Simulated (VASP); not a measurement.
# Si3Ni7 in VASP: notebook

The runs below take Si3Ni7 through single point, with PBE.

Everything below comes from runs of VASP 6.6.1. Logs are shortened: lines on timing, memory, paths and dates and some standing lists are left out, and cuts for length are marked.

## 1. The cell of the first run

The cell holds an amorphous packing of atoms, 20 atoms: a = 6.320 Å, b = 6.282 Å, c = 6.318 Å, α = 88.06°, β = 91.77°, γ = 89.07°.

## 2. Single point, PBE

The input, INCAR:

```
SYSTEM = Si3Ni7
ALGO = Normal
EDIFF = 1E-6
ENCUT = 520
GGA = PE
ISIF = 2
ISMEAR = -1
ISYM = 0
LASPH = .TRUE.
LCHARG = .TRUE.
LELF = .TRUE.
LREAL = Auto
LVHAR = .TRUE.
LWAVE = .FALSE.
NBANDS = 98
NELM = 100
PREC = Accurate
SIGMA = 0.05
```

The input, KPOINTS:

```
Automatic mesh
0
Gamma
  1 1 1
  0.25 0.25 0.25
```

The input, POSCAR:

```
Si3Ni7
1.0
    6.3191000000      0.0520890000     -0.0979460000
    0.0520890000      6.2804780000      0.1071670000
   -0.0979460000      0.1071670000      6.3162060000
Ni Si
14 6
Direct
    0.2477309349      0.1486001398      0.7533945573
    0.4448373921      0.5958907768      0.3324619584
    0.6034530916      0.3670894166      0.7090310140
    0.3834564370      0.1970695057      0.3928769385
    0.1086671996      0.4631188919      0.4557337831
    0.1958869651      0.3899808084      0.0524373764
    0.7896748553      0.6822802085      0.5272871990
    0.9519980753      0.6705754140      0.1136099500
    0.6704139477      0.9364648822      0.2371132659
    0.8616052640      0.1119649324      0.5986968828
    0.1590616649      0.8638299403      0.4394421890
    0.2372548975      0.9402342602      0.0700312946
    0.3619477166      0.6509968892      0.7576480165
    0.7251823134      0.3772824971      0.2697897240
    0.5161252810      0.9151680423      0.5831626760
    0.9458909436      0.4349633261      0.7812189025
    0.0075907654      0.1456925057      0.2329730943
    0.6199926214      0.6250182022      0.0115160069
    0.5191683066      0.1877076233     -0.0024406430
    0.0052074876      0.8674274688      0.8025755419
```

Potentials or basis: VASP PAW PBE potentials, release 64 (Ni, Si).

Run with:

```sh
$ cat potpaw_PBE.64/Ni/POTCAR potpaw_PBE.64/Si/POTCAR > POTCAR
$ mpirun -np 1 vasp_std > vasp.out
```

OUTCAR:

```text
SYSTEM = Si3Ni7
   EDIFF = 1E-6
   ENCUT = 520
   GGA = PE
   ISIF = 2
   ISMEAR = -1
   ISYM = 0
   LASPH = .TRUE.
   LREAL = Auto
   NELM = 100
   PREC = Accurate

 ion  position               nearest neighbor table
   1  0.248  0.149  0.753-  19 2.29  12 2.36  20 2.38   4 2.47   6 2.49  15 2.51  16 2.61  10 2.62
                             3 2.67  11 2.77   5 2.79
   2  0.445  0.596  0.332-  14 2.28  18 2.34   5 2.44   7 2.55   4 2.56  11 2.57  15 2.63   9 2.65
                             6 2.71  13 2.78   3 2.88  12 2.95
   3  0.603  0.367  0.709-  19 2.19  16 2.25  13 2.36  10 2.40  18 2.55   7 2.57   4 2.66   1 2.67
                             2 2.88  14 2.90  15 3.03
   4  0.383  0.197  0.393-  15 2.24   5 2.44   1 2.47   2 2.56  11 2.56  17 2.58  14 2.58   9 2.66
                             3 2.66  19 2.67   6 2.67  12 2.79
   5  0.109  0.463  0.456-  16 2.33   2 2.44   4 2.44   7 2.48  11 2.54  17 2.56   8 2.64   6 2.68
                            14 2.73  13 2.76   1 2.79  10 2.86
   6  0.196  0.390  0.052-  17 2.26  16 2.30   8 2.37  19 2.43   1 2.49   4 2.67   5 2.68  13 2.69
                             2 2.71  12 2.83  18 3.09
   7  0.790  0.682  0.527-  15 2.29  16 2.38   9 2.48   5 2.48  20 2.51   2 2.55   3 2.57  14 2.58
                            11 2.68  10 2.79   8 2.84
   8  0.952  0.671  0.114-  18 2.20  20 2.32   6 2.37  12 2.51  14 2.54   9 2.58  16 2.61   5 2.64
                            11 2.73   7 2.84
   9  0.670  0.936  0.237-  19 2.32  15 2.42  18 2.48   7 2.48  17 2.52   8 2.58   2 2.65   4 2.66
                            14 2.81  10 2.82  12 2.90
  10  0.862  0.112  0.599-  20 2.14   3 2.40  16 2.43  17 2.52  15 2.53   1 2.62  11 2.67  14 2.73
                             7 2.79   9 2.82   5 2.86
  11  0.159  0.864  0.439-  17 2.34  12 2.43  15 2.44  20 2.52   5 2.54   4 2.56   2 2.57  13 2.66
                            10 2.67   7 2.68   8 2.73   1 2.77
  12  0.237  0.940  0.070-  17 2.23  20 2.27   1 2.36  19 2.43  11 2.43   8 2.51   4 2.79   6 2.83
                            13 2.85   9 2.90   2 2.95
  13  0.362  0.651  0.758-  15 2.22  18 2.25   3 2.36  20 2.64  11 2.66   6 2.69   5 2.76   2 2.78
                            12 2.85  16 2.98
  14  0.725  0.377  0.270-   2 2.28  18 2.29  17 2.31  19 2.47   8 2.54   4 2.58   7 2.58  10 2.73
                             5 2.73   9 2.81   3 2.90
  15  0.516  0.915  0.583-  13 2.22   4 2.24   7 2.29   9 2.42  11 2.44   1 2.51  10 2.53   2 2.63
                             3 3.03
  16  0.946  0.435  0.781-   3 2.25   6 2.30   5 2.33   7 2.38  10 2.43   8 2.61   1 2.61  20 2.76
                            18 2.83  13 2.98
  17  0.008  0.146  0.233-  12 2.23   6 2.26  14 2.31  11 2.34  10 2.52   9 2.52   5 2.56   4 2.58

  18  0.620  0.625  0.012-   8 2.20  13 2.25  14 2.29   2 2.34   9 2.48   3 2.55  16 2.83  19 2.83
                             6 3.09
  19  0.519  0.188  0.998-   3 2.19   1 2.29   9 2.32  12 2.43   6 2.43  14 2.47   4 2.67  18 2.83

  20  0.005  0.867  0.803-  10 2.14  12 2.27   8 2.32   1 2.38   7 2.51  11 2.52  13 2.64  16 2.76

IMPORTANT INFORMATION: All symmetrisations will be switched off!
NOSYMM: (Re-)initialisation of all symmetry stuff for point group C_1.

----------------------------------------------------------------------------------------

                                     Primitive cell

  volume of cell :     250.5200

  direct lattice vectors                    reciprocal lattice vectors
     6.319100000  0.052089000 -0.097946000     0.158299960 -0.001355187  0.002477766
     0.052089000  6.280478000  0.107167000    -0.001355187  0.159281262 -0.002723538
    -0.097946000  0.107167000  6.316206000     0.002477766 -0.002723538  0.158407525

  length of vectors
     6.320073694  6.281608229  6.317874359     0.158325150  0.159310310  0.158450311

  position of ions in fractional coordinates (direct lattice)
     0.247730935  0.148600140  0.753394557
     0.444837392  0.595890777  0.332461958
     0.603453092  0.367089417  0.709031014
     0.383456437  0.197069506  0.392876939
     0.108667200  0.463118892  0.455733783
     0.195886965  0.389980808  0.052437376
[... 12 lines left out ...]
     0.519168307  0.187707623  0.997559357
     0.005207488  0.867427469  0.802575542

  ion indices of the primitive-cell ions
   primitive index   ion index
                 1           1
                 2           2
                 3           3
                 4           4
                 5           5
                 6           6
[... 12 lines left out ...]
                19          19
                20          20

----------------------------------------------------------------------------------------

 KPOINTS: Automatic mesh

Automatic generation of k-mesh.
 Grid dimensions read from file:
 generate k-points for:    1    1    1

 Generating k-lattice:

  Cartesian coordinates                     Fractional coordinates (reciprocal lattice)
     0.158299960 -0.001355187  0.002477766     1.000000000 -0.000000000 -0.000000000
    -0.001355187  0.159281262 -0.002723538     0.000000000  1.000000000  0.000000000
     0.002477766 -0.002723538  0.158407525    -0.000000000  0.000000000  1.000000000

  Length of vectors
     0.158325150  0.159310310  0.158450311

  Shift w.r.t. Gamma in fractional coordinates (k-lattice)
     0.250000000  0.250000000  0.250000000

 Subroutine IBZKPT returns following result:
 ===========================================

 Found      1 irreducible k-points:

 Following reciprocal coordinates:
            Coordinates               Weight
  0.250000  0.250000  0.250000      2.000000
   k-points           NKPTS =      1   k-points in BZ     NKDIM =      1   number of bands    NBANDS=     98
   number of dos      NEDOS =    301   number of ions     NIONS =     20
   total plane-waves  NPLWV = 110592
   dimension x,y,z NGX =    48 NGY =   48 NGZ =   48
   dimension x,y,z NGXF=    96 NGYF=   96 NGZF=   96
   ions per type =              14   6
   NGX,Y,Z   is equivalent  to a cutoff of  12.63, 12.70, 12.63 a.u.
   NGXF,Y,Z  is equivalent  to a cutoff of  25.25, 25.41, 25.26 a.u.
 SYSTEM =  Si3Ni7
   PREC   = accura    normal or accurate (medium, high low for compatibility)
   ISTART =      0    job   : 0-new  1-cont  2-samecut
   ICHARG =      2    charge: 1-file 2-atom 10-const
   ISPIN  =      1    spin polarized calculation?
   LNONCOLLINEAR =      F non collinear calculations
   LSORBIT =      F    spin-orbit coupling
   LASPH  =      T    aspherical Exc in radial PAW
   ENCUT  =  520.0 eV  38.22 Ry    6.18 a.u.  11.75 11.68 11.75*2*pi/ulx,y,z
   NELM   =    100;   NELMIN=  2; NELMDL= -5     # of ELM steps
   EDIFF  = 0.1E-05   stopping-criterion for ELM
   LREAL  =      T    real-space projection
   EDIFFG = 0.1E-04   stopping-criterion for IOM
   NSW    =      0    number of steps for IOM
   IBRION =     -1    ionic relax: 0-MD 1-quasi-New 2-CG
   NFREE  =      0    steps in history (QN), initial steepest desc. (CG)
   ISIF   =      2    stress and relaxation
   ISYM   =      0    0-nonsym 1-usesym 2-fastsym
   POTIM  = 0.5000    time-step for ionic-motion
   TEBEG  =    0.0;   TEEND  =   0.0 temperature during run
   PSTRESS=    0.0 pullay stress
   NELECT =     164.0000    total number of electrons
   NUPDOWN=      -1.0000    fix difference up-down
   EMIN   =  10.00;   EMAX   =-10.00  energy-range for DOS
   EFERMI =   0.00;   METHOD = LEGACY
   ISMEAR =    -1;   SIGMA  =   0.05  broadening in eV -4-tet -1-fermi 0-gaus
   EFERMI_NEDOS =   21; number of points for ismear=-14 and -15
   IALGO  =     38    algorithm
   IMIX   =      4    mixing-type and parameters
     AMIX     =   0.40;   BMIX     =  1.00
     AMIX_MAG =   1.60;   BMIX_MAG =  1.00
  volume/ion in A,a.u.               =      12.53        84.53
  Fermi-wavevector in a.u.,A,eV,Ry     =   1.421484  2.686215 27.492160  2.020617
  Thomas-Fermi vector in A             =   2.542289
   LORBIT       =      0    0 simple, 1 ext, 2 COOP (PROOUT), +10 PAW based schemes
   GGA     = PE    functional components
   LHFCALC =     F    Hartree Fock is set to
   AEXX    =    0.0000 exact exchange contribution
   IVDW    =     0    specifies the selected vdW correction
   LEPSILON=     F    determine dielectric tensor
   LRPA    =     F    only Hartree local field effects (RPA)
 non-spin polarized calculation
  energy-cutoff  :      520.00
  volume of cell :      250.52
 maximum number of plane-waves:      6741
 NGX is ok and might be reduce to    48
   NGX = 23   NGY = 23   NGZ = 23

 number of electron     163.9999991 magnetization

 Free energy of the ion-electron system (eV)
  ---------------------------------------------------
  ext. energy  EPLUGINS =         0.00000000
  ---------------------------------------------------
  free energy    TOTEN  =      -113.98737454 eV

  energy without entropy =     -113.90145680  energy(sigma->0) =     -113.94441567

 E-fermi :   8.7342     XC(G=0): -12.1608

 val. band max:        8.6317433153   @ k =   0.2500   0.2500   0.2500
 cond. band min:       8.8346301545   @ k =   0.2500   0.2500   0.2500
 fundamental gap:      0.2028868391
 Fermi energy:         8.7342234684

 k-point     1 :       0.2500    0.2500    0.2500
  band No.  band energies     occupation
      1      -1.9920      2.00000
      2      -0.7187      2.00000
      3      -0.3248      2.00000
      4      -0.1495      2.00000
      5       0.9595      2.00000
      6       1.1085      2.00000
[... 86 lines left out ...]
     93      11.6179      0.00000
     94      11.7089      0.00000
 [bands above 94 left out]

------------------------ aborting loop because EDIFF is reached ----------------------------------------

  FORCE on cell =-STRESS in cart. coord.  units (eV):
  Direction    XX          YY          ZZ          XY          YZ          ZX
  --------------------------------------------------------------------------------------
  -------------------------------------------------------------------------------------
  Total       -8.2912858    -13.1353226    -11.4389771     -4.5976666     -6.4688779     -1.1001000
  in kB      -53.0261433    -84.0057279    -73.1569092    -29.4039471    -41.3711043     -7.0355866
  external PRESSURE =     -70.0629268 kB  Pullay stress =       0.0000000 kB

 VOLUME and BASIS-vectors are now :
 -----------------------------------------------------------------------------
  energy-cutoff  :      520.00
  volume of cell :      250.52
      direct lattice vectors                 reciprocal lattice vectors
     6.319100000  0.052089000 -0.097946000     0.158299960 -0.001355187  0.002477766
     0.052089000  6.280478000  0.107167000    -0.001355187  0.159281262 -0.002723538
    -0.097946000  0.107167000  6.316206000     0.002477766 -0.002723538  0.158407525

 POSITION                                       TOTAL-FORCE (eV/Angst)
 -----------------------------------------------------------------------------------
      1.49939      1.02692      4.75026        -0.017864      0.317289     -1.002284
      2.80945      3.80128      2.12019        -1.005743      0.964457      0.372472
      3.76296      2.41291      4.45862        -0.346940      0.091260     -0.729605
      2.39488      1.29977      2.46505         0.243115      0.383624     -1.126693
      0.66616      2.96311      2.91750        -0.045680     -0.489203     -0.124595
      1.25301      2.46509      0.35381         0.643245     -0.130234      0.501942
[... 12 lines left out ...]
      3.19275      1.31284      6.27006         0.006984     -0.310517      1.321815
     -0.00052      5.53414      5.16168         0.440345     -0.876905     -0.050264
 -----------------------------------------------------------------------------------
    total drift:                               -0.006224     -0.001302     -0.005808

  FREE ENERGIE OF THE ION-ELECTRON SYSTEM (eV)
  ---------------------------------------------------
  free  energy   TOTEN  =      -113.9873745392 eV

  energy  without entropy=     -113.9014567967  energy(sigma->0) =     -113.94441567
```

Wall time 1.9 min (1 thread of Intel Xeon Platinum 8488C (Sapphire Rapids), shared host); peak memory 0.32 GiB.

Results:

- Free energy: -113.9874 eV
- Pressure: -7.0 GPa
- Largest force: 1.695 eV/Å
- Band gap on the k mesh: 0.20 eV

Forces in eV/Å, atoms in the order of the input:
```
Ni  -0.018  0.317 -1.002
Ni  -1.006  0.964  0.372
Ni  -0.347  0.091 -0.730
Ni   0.243  0.384 -1.127
Ni  -0.046 -0.489 -0.125
Ni   0.643 -0.130  0.502
Ni   0.603  0.381  0.179
Ni   0.187  0.584  0.178
Ni  -0.027  0.588 -0.366
Ni  -0.296  0.314 -1.290
Ni  -0.390 -0.368  0.686
Ni   0.906 -0.569  0.374
Ni  -1.184  0.340 -0.143
Ni   0.472 -1.540  0.530
Si   0.276  0.338 -0.290
Si   0.834 -0.477  0.314
Si  -0.340  0.030  0.924
Si  -0.958  0.429 -0.260
Si   0.007 -0.311  1.322
Si   0.440 -0.877 -0.050
```

Caveat: the k points lie up to 1.00 Å⁻¹ apart.

(Continued in part 2 of 2.)
